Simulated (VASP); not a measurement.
Input of a VASP 6.6.1 run:

INCAR

```
ALGO = Normal
EDIFF = 1E-7
ENCUT = 520
GGA = PE
ISIF = 2
ISMEAR = 0
LASPH = True
LCHARG = False
LREAL = False
LWAVE = False
NBANDS = 10
NELM = 80
PREC = Accurate
SIGMA = 0.028999999999999998
```

The input KPOINTS:

```
k-points
0
Gamma
  9 9 9
```

File POSCAR:

```
I
1.0
    0.0000000000      2.3656004428      3.9098401324
    2.1922454667      0.0000000000      3.9098401324
    2.1922454667      2.3656004428      0.0000000000
I
1
Direct
    0.0000000000      0.0000000000      0.0000000000
```

Potentials or basis: VASP PAW PBE potentials, release 64 (I).

The run is started by

```console
$ cat potpaw_PBE.64/I/POTCAR > POTCAR
$ mpirun -np 1 vasp_std > vasp.out
```

Task: Estimate the band gap on the k mesh.

Result: Zero (an odd number of electrons rules out a gap without spin polarisation).

Task: What does it give for the pressure?

Result: 0.4 GPa.

Stress tensor (GPa, compression positive):
```
0.36 0.00 0.00
0.00 0.10 0.00
0.00 0.00 0.77
```

Caveat: spin-orbit coupling is left out, which moves the levels of the heavy elements; an odd number of electrons without spin polarisation forces a metal; a magnetic or distorted state may lie lower.
